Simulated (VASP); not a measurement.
# Ru (R-3m) in VASP: further runs, part 2 of 2

VASP 6.6.1.

### 3 Single point, PBE

This run uses another cell than the first one, of the same volume but with other edges.

INCAR reads:

```
SYSTEM = Ru
  PREC = Accurate
  ENCUT = 520
  EDIFF = 1E-7
  ISMEAR = 0
  SIGMA = 0.15
  LREAL = .False.
  LASPH = .True.
  NELM = 60
  ALGO = Normal
  ISIF = 2
  LWAVE = .False.
  LCHARG = .True.
  GGA = PE
  LELF = .True.
  LVHAR = .True.
  NBANDS = 13
```

KPOINTS reads:

```
regular mesh
0
Gamma
  20 20 20
  0 0 0
```

POSCAR reads:

```
Ru
1.0
    0.1000169121      1.8836518439      1.8836518439
    1.8836518439      0.1000169121      1.8836518439
    1.8836518439      1.8836518439      0.1000169121
Ru
1
Direct
    0.0000000000      0.0000000000      0.0000000000
```

Potentials or basis: VASP PAW PBE potentials, release 64 (Ru_pv).

On the command line:

```console
> cat potpaw_PBE.64/Ru_pv/POTCAR > POTCAR
> mpirun -np 1 vasp_std > vasp.out
```

OUTCAR:

```text
SYSTEM = Ru
   PREC = Accurate
   ENCUT = 520
   EDIFF = 1E-7
   ISMEAR = 0
   LREAL = .False.
   LASPH = .True.
   NELM = 60
   ISIF = 2
   GGA = PE

 ion  position               nearest neighbor table
   1  0.000  0.000  0.000-

  LATTYP: Found a trigonal (rhomboedric) cell.
 ALAT       =     2.6657629153
 COS(alpha) =     0.5523187613

  Lattice vectors:

 A1 = (   0.1000169121,   1.8836518439,   1.8836518439)
 A2 = (   1.8836518439,   0.1000169121,   1.8836518439)
 A3 = (   1.8836518439,   1.8836518439,   0.1000169121)

Analysis of symmetry for initial positions (statically):
=====================================================================
 Subroutine PRICEL returns:
 Original cell was already a primitive cell.

 Routine SETGRP: Setting up the symmetry group for a
 trigonal (rhombohedral) supercell.

 Subroutine GETGRP returns: Found 12 space group operations
 (whereof 12 operations were pure point group operations)
 out of a pool of 12 trial point group operations.

The static configuration has the point symmetry D_3d.

Analysis of symmetry for dynamics (positions and initial velocities):
[... 169 lines left out ...]
      4       6.1719      2.00000
      5      10.7754      2.00000
      6      11.9650      2.00000
      7      11.9650      2.00000
      8      14.6351      1.15623
      9      14.6351      1.15623
     10      25.1033      0.00000
     11      29.5068      0.00000
     12      34.3666      0.00000
     13      36.8272      0.00000
[... 354 lines left out ...]
  band No.  band energies     occupation
      1     -29.1063      2.00000
      2     -28.0234      2.00000
      3     -27.9758      2.00000
      4       8.1053      2.00000
      5      11.0413      2.00000
      6      12.3633      2.00000
      7      13.5498      2.00000
      8      15.2853      0.00000
      9      16.8631      0.00000
     10      25.1025      0.00000
     11      28.1207      0.00000
     12      31.2775      0.00000
     13      37.4100      0.00000

 [... further k-points ...]

------------------------ aborting loop because EDIFF is reached ----------------------------------------

  FORCE on cell =-STRESS in cart. coord.  units (eV):
  Direction    XX          YY          ZZ          XY          YZ          ZX
  --------------------------------------------------------------------------------------
  -------------------------------------------------------------------------------------
  Total        3.9409965      3.9409965      3.9409965     -1.4638484     -1.4638484     -1.4638484
  in kB      513.2092946    513.2092946    513.2092946   -190.6270628   -190.6270628   -190.6270628
  external PRESSURE =     513.2092946 kB  Pullay stress =       0.0000000 kB

 VOLUME and BASIS-vectors are now :
 -----------------------------------------------------------------------------
  energy-cutoff  :      520.00
  volume of cell :       12.30
      direct lattice vectors                 reciprocal lattice vectors
     0.100016912  1.883651844  1.883651844    -0.287576244  0.273076602  0.273076602
     1.883651844  0.100016912  1.883651844     0.273076602 -0.287576244  0.273076602
     1.883651844  1.883651844  0.100016912     0.273076602  0.273076602 -0.287576244

 POSITION                                       TOTAL-FORCE (eV/Angst)
 -----------------------------------------------------------------------------------
      0.00000      0.00000      0.00000        -0.000000      0.000000      0.000000
 -----------------------------------------------------------------------------------
    total drift:                               -0.000000     -0.000000     -0.000000

  FREE ENERGIE OF THE ION-ELECTRON SYSTEM (eV)
  ---------------------------------------------------
  free  energy   TOTEN  =        -8.8017324505 eV

  energy  without entropy=       -8.7909732436  energy(sigma->0) =       -8.79635285
```

OSZICAR:

```text
N       E                     dE             d eps       ncg     rms          rms(c)
DAV:   1     0.105769289404E+03    0.10577E+03   -0.84265E+03 20480   0.117E+03
DAV:   2    -0.815710176305E+01   -0.11393E+03   -0.10938E+03 22061   0.328E+02
DAV:   3    -0.938032278467E+01   -0.12232E+01   -0.12191E+01 22856   0.373E+01
DAV:   4    -0.938368650255E+01   -0.33637E-02   -0.33636E-02 22116   0.209E+00
DAV:   5    -0.938370685980E+01   -0.20357E-04   -0.20356E-04 22891   0.148E-01    0.163E+01
DAV:   6    -0.885959849595E+01    0.52411E+00   -0.74108E-01 20691   0.117E+01    0.561E+00
DAV:   7    -0.880619778501E+01    0.53401E-01   -0.90444E-02 22316   0.388E+00    0.128E+00
DAV:   8    -0.880190367462E+01    0.42941E-02   -0.59977E-03 20621   0.105E+00    0.183E-01
DAV:   9    -0.880172813383E+01    0.17554E-03   -0.87541E-05 22481   0.127E-01    0.238E-02
DAV:  10    -0.880173331807E+01   -0.51842E-05   -0.42444E-06 22226   0.239E-02    0.613E-03
DAV:  11    -0.880173296323E+01    0.35484E-06   -0.43192E-07 21841   0.823E-03    0.150E-03
DAV:  12    -0.880173244884E+01    0.51439E-06   -0.86267E-08 11253   0.423E-03    0.363E-04
DAV:  13    -0.880173245047E+01   -0.16303E-08   -0.11045E-09 10588   0.412E-04
   1 F= -.88017325E+01 E0= -.87963528E+01  d E =-.107592E-01
```

Wall time 64 s (1 thread of AMD EPYC 9R45 (Zen 5), shared host); peak memory 0.19 GiB.

Results:

```
Free energy            : -8.8017 eV
Pressure               : 51.3 GPa
Band gap on the k mesh : zero (band 7 reaches 17.23 eV, above the bottom of band 8 at 13.08 eV)
```

### 4 Single point, PBE

INCAR reads:

```
SYSTEM = Ru
ALGO     = Fast           ! electronic algorithm
EDIFF    = 1E-6           ! SCF threshold, eV
ENCUT    = 520            ! plane-wave cutoff, eV
GGA      = PE             ! functional
ISIF     = 2              ! what is computed and relaxed
ISMEAR   = 0              ! smearing method
LASPH    = .True.         ! aspherical terms in the spheres
LCHARG   = .False.        ! write CHGCAR
LREAL    = .False.        ! projectors in reciprocal space
LWAVE    = .False.        ! write WAVECAR
NBANDS   = 13             ! bands
NELM     = 80             ! most SCF steps
PREC     = Accurate       ! precision mode
SIGMA    = 0.15           ! smearing width, eV
```

KPOINTS reads:

```
k-points
0
Gamma
  20 20 20
  0 0 0
```

POSCAR reads:

```
Ru
1.0
   -0.0333389707      1.8169739025      1.8169739025
    1.8169739025     -0.0333389707      1.8169739025
    1.8169739025      1.8169739025     -0.0333389707
Ru
1
Direct
    0.0000000000      0.0000000000      0.0000000000
```

On the command line:

```console
> cat potpaw_PBE.64/Ru_pv/POTCAR > POTCAR
> mpirun -np 1 vasp_std > vasp.out
```

Run time: 71 s. Hardware: 1 thread of AMD EPYC 9R45 (Zen 5), shared host; peak memory 0.19 GiB.

It converged, with:

```yaml
Free_energy: -8.9138 eV
Pressure: 47.2 GPa
Band_gap_on_the_k_mesh: zero (band 7 reaches 17.23 eV, above the bottom of band 8 at 13.18 eV)
```

Stress tensor (GPa, compression positive):
```
47.22  6.44  6.44
 6.44 47.22  6.44
 6.44  6.44 47.22
```

Levels at points of the mesh, in eV from the Fermi level:
```tsv
k point	band 5	band 6	band 7	band 8	band 9	band 10
(0.00, 0.00, 0.00)	-3.16	-3.16	-2.68	-0.14	-0.14	10.44
(0.50, 0.00, 0.00)	-3.38	-2.87	1.03	1.84	2.15	10.43
(0.50, 0.50, 0.00)	-6.81	1.96	2.63	2.68	4.05	10.44
(0.50, 0.50, 0.50)	-3.24	-3.24	1.48	2.13	2.13	10.43
```

### 5 Overview

| cell | gap on the mesh (eV) | pressure (GPa) |
| --- | --- | --- |
| a = 2.547 Å, angles 62.4°, 1 atom | none | 48.6 |
| a = 2.666 Å, angles 56.5°, 1 atom | none | 51.3 |
| a = 2.570 Å, angles 61.2°, 1 atom | none | 47.2 |

Alike in all rows: task single point; level PBE; potentials or basis VASP PAW PBE potentials, release 64 (Ru_pv); no spin polarisation; k mesh 20 × 20 × 20; cutoff (eV) 520; smearing gaussian 0.15 eV.

Total energies depend on the potentials used, so only differences within one code and one set of settings carry meaning.
